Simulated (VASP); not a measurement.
# Be3Te2Se (R-3m) in VASP: single point with PBE

Aim: the single point of Be3Te2Se with PBE.

Program: VASP 6.6.1. These are calculated values, not measurements. Logs are shortened: lines on timing, memory, paths and dates and some standing lists are left out, and cuts for length are marked.

### 1 The cell of the first run

It takes space group R-3m (No. 166, trigonal). The conventional cell has a = 5.259 Å, b = 5.259 Å, c = 13.407 Å, α = 90.00°, β = 90.00°, γ = 120.00°. Be (site symmetry 2/m) has 4 Be at 2.63 Å and 2 Se at 2.70 Å and 6 Te at 2.97 to 3.45 Å within 3.5 Å. Te (site symmetry 3m) has 4 Te at 2.75 to 3.49 Å and 9 Be at 2.97 to 3.45 Å and 3 Se at 3.16 Å within 3.6 Å. Within 3.6 Å of Se (site symmetry -3m) lie 6 Be at 2.70 Å and 6 Te at 3.16 Å.

The cell was built from a structure type or drawn by symmetry, and may not be a known phase.

### 2 Single point, PBE

INCAR reads:

```
SYSTEM = Be3Te2Se
PREC = Accurate
ENCUT = 600
EDIFF = 1E-6
ISMEAR = 0
SIGMA = 0.15
LREAL = .FALSE.
LASPH = .TRUE.
NELM = 120
ALGO = Normal
ISIF = 2
LWAVE = .FALSE.
LCHARG = .TRUE.
GGA = PE
LELF = .TRUE.
LVHAR = .TRUE.
NBANDS = 21
GGA_COMPAT = .FALSE.
```

KPOINTS reads:

```
Automatic mesh
0
G
  3 3 3
  0 0 0
```

POSCAR reads:

```
Be3Te2Se
1.0
    2.6297072262      1.5182621733      4.4690889267
   -2.6297072262      1.5182621733      4.4690889267
    0.0000000000     -3.0365243516      4.4690889250
Be Te Se
3 2 1
Direct
    0.5000000000      0.0000000000      0.0000000000
    0.0000000000      0.5000000000      0.0000000000
    0.0000000000      0.0000000000      0.5000000000
    0.6024335462      0.6024335462      0.6024335462
    0.3975664538      0.3975664538      0.3975664538
    0.0000000000      0.0000000000      0.0000000000
```

Potentials or basis: VASP PAW PBE potentials, release 64 (Be, Te, Se).

Launch:

```
$ cat potpaw_PBE.64/Be/POTCAR potpaw_PBE.64/Te/POTCAR potpaw_PBE.64/Se/POTCAR > POTCAR
$ mpirun -np 1 vasp_std > vasp.out
```

OUTCAR:

```text
SYSTEM = Be3Te2Se
   PREC = Accurate
   ENCUT = 600
   EDIFF = 1E-6
   ISMEAR = 0
   LREAL = .FALSE.
   LASPH = .TRUE.
   NELM = 120
   ISIF = 2
   GGA = PE

 ion  position               nearest neighbor table
   1  0.500  0.000  0.000-   4 2.97   5 2.97   4 2.97   5 2.97
   2  0.000  0.500  0.000-   4 2.97   5 2.97   4 2.97   5 2.97
   3  0.000  0.000  0.500-   4 2.97   4 2.97   5 2.97   5 2.97
   4  0.602  0.602  0.602-   5 2.75   3 2.97   3 2.97   1 2.97   2 2.97   2 2.97   1 2.97   6 3.16
                             6 3.16   6 3.16   5 3.49   5 3.49   5 3.49
   5  0.398  0.398  0.398-   4 2.75   3 2.97   3 2.97   2 2.97   1 2.97   2 2.97   1 2.97   6 3.16
                             6 3.16   6 3.16   4 3.49   4 3.49   4 3.49
   6  0.000  0.000  0.000-   4 3.16   4 3.16   5 3.16   5 3.16   4 3.16   5 3.16

  LATTYP: Found a trigonal (rhomboedric) cell.
 ALAT       =     5.4030765270
 COS(alpha) =     0.5262354536

  Lattice vectors:

 A1 = (   2.6297072262,   1.5182621733,   4.4690889267)
 A2 = (  -2.6297072262,   1.5182621733,   4.4690889267)
 A3 = (   0.0000000000,  -3.0365243516,   4.4690889250)

Analysis of symmetry for initial positions (statically):
=====================================================================
 Subroutine PRICEL returns:
 Original cell was already a primitive cell.

 Routine SETGRP: Setting up the symmetry group for a
 trigonal (rhombohedral) supercell.

 Subroutine GETGRP returns: Found 12 space group operations
 (whereof 12 operations were pure point group operations)
 out of a pool of 12 trial point group operations.

The static configuration has the point symmetry D_3d.

Analysis of symmetry for dynamics (positions and initial velocities):
=====================================================================
 Subroutine PRICEL returns:
 Original cell was already a primitive cell.

 Routine SETGRP: Setting up the symmetry group for a
 trigonal (rhombohedral) supercell.

 Subroutine GETGRP returns: Found 12 space group operations
 (whereof 12 operations were pure point group operations)
 out of a pool of 12 trial point group operations.

The dynamic configuration has the point symmetry D_3d.

 Subroutine INISYM returns: Found 12 space group operations
 (whereof 12 operations are pure point group operations),
 and found     1 'primitive' translations

----------------------------------------------------------------------------------------

                                     Primitive cell

  volume of cell :     107.0593

  direct lattice vectors                    reciprocal lattice vectors
     2.629707226  1.518262173  4.469088927     0.190135234  0.109774629  0.074586418
    -2.629707226  1.518262173  4.469088927    -0.190135234  0.109774629  0.074586418
     0.000000000 -3.036524352  4.469088925     0.000000000 -0.219549258  0.074586418

  length of vectors
     5.403076527  5.403076527  5.403076527     0.231872832  0.231872832  0.231872832

  position of ions in fractional coordinates (direct lattice)
     0.500000000  0.000000000  0.000000000
     0.000000000  0.500000000  0.000000000
     0.000000000  0.000000000  0.500000000
     0.602433546  0.602433546  0.602433546
     0.397566454  0.397566454  0.397566454
     0.000000000  0.000000000  0.000000000

  ion indices of the primitive-cell ions
   primitive index   ion index
                 1           1
                 2           2
                 3           3
                 4           4
                 5           5
                 6           6

----------------------------------------------------------------------------------------

 KPOINTS: Automatic mesh

Automatic generation of k-mesh.
 Grid dimensions read from file:
 generate k-points for:    3    3    3

 Generating k-lattice:

  Cartesian coordinates                     Fractional coordinates (reciprocal lattice)
     0.063378411  0.036591543  0.024862139     0.333333333 -0.000000000  0.000000000
    -0.063378411  0.036591543  0.024862139    -0.000000000  0.333333333  0.000000000
     0.000000000 -0.073183086  0.024862139     0.000000000  0.000000000  0.333333333

  Length of vectors
     0.077290944  0.077290944  0.077290944

  Shift w.r.t. Gamma in fractional coordinates (k-lattice)
     0.000000000  0.000000000  0.000000000

 Subroutine IBZKPT returns following result:
 ===========================================

 Found      6 irreducible k-points:

 Following reciprocal coordinates:
            Coordinates               Weight
  0.000000  0.000000  0.000000      1.000000
  0.333333  0.000000  0.000000      6.000000
  0.333333  0.333333  0.000000      6.000000
 -0.333333  0.333333  0.000000      6.000000
  0.333333  0.333333  0.333333      2.000000
 -0.333333  0.333333  0.333333      6.000000
   k-points           NKPTS =      6   k-points in BZ     NKDIM =      6   number of bands    NBANDS=     21
   number of dos      NEDOS =    301   number of ions     NIONS =      6
   total plane-waves  NPLWV = 110592
   dimension x,y,z NGX =    48 NGY =   48 NGZ =   48
   dimension x,y,z NGXF=    96 NGYF=   96 NGZF=   96
   ions per type =               3   2   1
   NGX,Y,Z   is equivalent  to a cutoff of  14.77, 14.77, 14.77 a.u.
   NGXF,Y,Z  is equivalent  to a cutoff of  29.54, 29.54, 29.54 a.u.
 SYSTEM =  Be3Te2Se
   PREC   = accura    normal or accurate (medium, high low for compatibility)
   ISTART =      0    job   : 0-new  1-cont  2-samecut
   ICHARG =      2    charge: 1-file 2-atom 10-const
   ISPIN  =      1    spin polarized calculation?
   LNONCOLLINEAR =      F non collinear calculations
   LSORBIT =      F    spin-orbit coupling
   LASPH  =      T    aspherical Exc in radial PAW
   ENCUT  =  600.0 eV  44.10 Ry    6.64 a.u.  10.79 10.79 10.79*2*pi/ulx,y,z
   NELM   =    120;   NELMIN=  2; NELMDL= -5     # of ELM steps
   EDIFF  = 0.1E-05   stopping-criterion for ELM
   LREAL  =      F    real-space projection
   EDIFFG = 0.1E-04   stopping-criterion for IOM
   NSW    =      0    number of steps for IOM
   IBRION =     -1    ionic relax: 0-MD 1-quasi-New 2-CG
   NFREE  =      0    steps in history (QN), initial steepest desc. (CG)
   ISIF   =      2    stress and relaxation
   ISYM   =      2    0-nonsym 1-usesym 2-fastsym
   POTIM  = 0.5000    time-step for ionic-motion
   TEBEG  =    0.0;   TEEND  =   0.0 temperature during run
   PSTRESS=    0.0 pullay stress
   NELECT =      24.0000    total number of electrons
   NUPDOWN=      -1.0000    fix difference up-down
   EMIN   =  10.00;   EMAX   =-10.00  energy-range for DOS
   EFERMI =   0.00;   METHOD = LEGACY
   ISMEAR =     0;   SIGMA  =   0.15  broadening in eV -4-tet -1-fermi 0-gaus
   EFERMI_NEDOS =   21; number of points for ismear=-14 and -15
   IALGO  =     38    algorithm
   IMIX   =      4    mixing-type and parameters
     AMIX     =   0.40;   BMIX     =  1.00
     AMIX_MAG =   1.60;   BMIX_MAG =  1.00
  volume/ion in A,a.u.               =      17.84       120.41
  Fermi-wavevector in a.u.,A,eV,Ry     =   0.994498  1.879328 13.456511  0.989026
  Thomas-Fermi vector in A             =   2.126453
   LORBIT       =      0    0 simple, 1 ext, 2 COOP (PROOUT), +10 PAW based schemes
   GGA     = PE    functional components
   LHFCALC =     F    Hartree Fock is set to
   AEXX    =    0.0000 exact exchange contribution
   IVDW    =     0    specifies the selected vdW correction
   LEPSILON=     F    determine dielectric tensor
   LRPA    =     F    only Hartree local field effects (RPA)
 non-spin polarized calculation
 Gauss-broadening in eV      SIGMA  =   0.15
  energy-cutoff  :      600.00
  volume of cell :      107.06
 maximum number of plane-waves:      3597
 NGX is ok and might be reduce to    48
   NGX = 21   NGY = 21   NGZ = 21

 number of electron      24.0000000 magnetization

 Free energy of the ion-electron system (eV)
  ---------------------------------------------------
  ext. energy  EPLUGINS =         0.00000000
  ---------------------------------------------------
  free energy    TOTEN  =       -16.89232329 eV

  energy without entropy =      -16.85304167  energy(sigma->0) =      -16.87268248

 E-fermi :   7.2585     XC(G=0): -10.1543

 val. band max:        7.1952437958   @ k =   0.0000   0.0000   0.0000
 cond. band min:       7.2784875041   @ k =   0.3333   0.0000   0.0000
 fundamental gap:      0.0832437084
 Fermi energy:         7.2584683146

 k-point     1 :       0.0000    0.0000    0.0000
  band No.  band energies     occupation
      1      -7.7904      2.00000
      2      -4.7572      2.00000
      3      -2.6346      2.00000
      4       1.7347      2.00000
      5       1.7347      2.00000
      6       2.0711      2.00000
      7       2.2766      2.00000
      8       3.9806      2.00000
      9       3.9806      2.00000
     10       4.4047      2.00000
     11       4.7206      2.00000
     12       5.0542      2.00000
     13       5.0542      2.00000
     14       7.1952      1.44888
     15       7.1952      1.44888
     16      10.4372      0.00000
     17      11.8722      0.00000
     18      11.8722      0.00000
     19      13.2355      0.00000
     20      13.2355      0.00000
     21      14.8650      0.00000

 k-point     2 :       0.3333    0.0000    0.0000
  band No.  band energies     occupation
      1      -7.1828      2.00000
      2      -5.6282      2.00000
      3      -3.0000      2.00000
      4       1.0907      2.00000
      5       1.5756      2.00000
      6       1.7980      2.00000
      7       1.8768      2.00000
      8       3.0842      2.00000
      9       4.0865      2.00000
     10       5.0185      2.00000
     11       6.3413      2.00000
     12       7.2785      0.85029
     13       7.4193      0.12952
     14       8.5702      0.00000
     15       9.1432      0.00000
     16       9.2243      0.00000
     17      10.0801      0.00000
     18      10.4554      0.00000
     19      12.3456      0.00000
     20      13.6136      0.00000
     21      13.6939      0.00000

 k-point     3 :       0.3333    0.3333    0.0000
  band No.  band energies     occupation
      1      -7.1012      2.00000
      2      -5.3685      2.00000
      3      -3.6903      2.00000
      4       0.4205      2.00000
      5       0.6756      2.00000
      6       1.6713      2.00000
      7       3.3620      2.00000
      8       4.2470      2.00000
      9       5.6026      2.00000
     10       5.7250      2.00000
     11       5.9155      2.00000
     12       6.1544      2.00000
     13       7.9957      0.00000
     14       8.2535      0.00000
     15       8.7481      0.00000
     16       9.1678      0.00000
     17      10.4603      0.00000
     18      10.5236      0.00000
     19      10.7346      0.00000
     20      11.9549      0.00000
     21      13.2735      0.00000

 k-point     4 :      -0.3333    0.3333    0.0000
  band No.  band energies     occupation
      1      -6.5616      2.00000
      2      -6.0015      2.00000
      3      -3.8653      2.00000
      4       0.4473      2.00000
      5       0.4606      2.00000
      6       2.5136      2.00000
      7       2.8607      2.00000
      8       4.0037      2.00000
      9       5.0075      2.00000
     10       5.5008      2.00000
     11       5.9127      2.00000
     12       7.0463      1.95453
     13       8.4893      0.00000
     14       8.9973      0.00000
     15       9.0438      0.00000
     16      10.3174      0.00000
     17      10.5392      0.00000
     18      10.6607      0.00000
     19      12.0395      0.00000
     20      12.2460      0.00000
     21      13.1994      0.00000

 k-point     5 :       0.3333    0.3333    0.3333
  band No.  band energies     occupation
      1      -7.3557      2.00000
      2      -5.3044      2.00000
      3      -3.2318      2.00000
      4       1.0493      2.00000
      5       1.8138      2.00000
      6       1.8138      2.00000
      7       2.7821      2.00000
      8       2.7821      2.00000
      9       3.1832      2.00000
     10       6.4004      2.00000
     11       6.6267      2.00000
     12       6.6267      2.00000
     13       7.2861      0.79415
     14       8.0785      0.00000
     15       8.9365      0.00000
     16       8.9365      0.00000
     17      10.2201      0.00000
     18      10.2201      0.00000
     19      11.8995      0.00000
     20      12.0413      0.00000
     21      12.0413      0.00000

 k-point     6 :      -0.3333    0.3333    0.3333
  band No.  band energies     occupation
      1      -6.7718      2.00000
      2      -5.7644      2.00000
      3      -3.8126      2.00000
      4      -0.2236      2.00000
      5       0.9592      2.00000
      6       2.6897      2.00000
      7       3.3162      2.00000
      8       3.9073      2.00000
      9       4.4978      2.00000
     10       5.5009      2.00000
     11       6.4600      2.00000
     12       7.0014      1.98465
     13       8.1718      0.00000
     14       9.1129      0.00000
     15       9.4841      0.00000
     16       9.9199      0.00000
     17      10.4765      0.00000
     18      10.7401      0.00000
     19      11.2554      0.00000
     20      11.8297      0.00000
     21      11.8835      0.00000

------------------------ aborting loop because EDIFF is reached ----------------------------------------

  FORCE on cell =-STRESS in cart. coord.  units (eV):
  Direction    XX          YY          ZZ          XY          YZ          ZX
  --------------------------------------------------------------------------------------
  -------------------------------------------------------------------------------------
  Total       -0.0854058     -0.0854058      0.2570199      0.0000000     -0.0000000     -0.0000000
  in kB       -1.2781254     -1.2781254      3.8463860      0.0000000     -0.0000000     -0.0000000
  external PRESSURE =       0.4300451 kB  Pullay stress =       0.0000000 kB

 VOLUME and BASIS-vectors are now :
 -----------------------------------------------------------------------------
  energy-cutoff  :      600.00
  volume of cell :      107.06
      direct lattice vectors                 reciprocal lattice vectors
     2.629707226  1.518262173  4.469088927     0.190135234  0.109774629  0.074586418
    -2.629707226  1.518262173  4.469088927    -0.190135234  0.109774629  0.074586418
     0.000000000 -3.036524352  4.469088925     0.000000000 -0.219549258  0.074586418

 POSITION                                       TOTAL-FORCE (eV/Angst)
 -----------------------------------------------------------------------------------
      1.31485      0.75913      2.23454         0.000000     -0.000000      0.000000
     -1.31485      0.75913      2.23454         0.000000     -0.000000      0.000000
      0.00000     -1.51826      2.23454        -0.000000      0.000000      0.000000
      0.00000     -0.00000      8.07699        -0.000000     -0.000000      0.020199
      0.00000     -0.00000      5.33028        -0.000000      0.000000     -0.020199
      0.00000      0.00000      0.00000        -0.000000      0.000000      0.000000
 -----------------------------------------------------------------------------------
    total drift:                               -0.000000     -0.000000      0.000000

  FREE ENERGIE OF THE ION-ELECTRON SYSTEM (eV)
  ---------------------------------------------------
  free  energy   TOTEN  =       -16.8923232866 eV

  energy  without entropy=      -16.8530416713  energy(sigma->0) =      -16.87268248
```

Wall time 21 s (1 thread of Intel Xeon 6975P-C (Granite Rapids), shared host); peak memory 0.31 GiB.

Results:

```
Free energy            : -16.8923 eV
Pressure               : 0.0 GPa
Largest force          : 0.020 eV/Å
Band gap on the k mesh : zero (bands 12 and 13 overlap by 2.22 eV)
```

Forces on the atoms (eV/Å):
```
Be   0.000  0.000  0.000
Be   0.000  0.000  0.000
Be   0.000  0.000  0.000
Te   0.000  0.000  0.020
Te   0.000  0.000 -0.020
Se   0.000  0.000  0.000
```

Caveat: the k points lie up to 0.49 Å⁻¹ apart, too coarse for converged energies and pressures of a metal; spin-orbit coupling is left out, which moves the levels of the heavy elements.
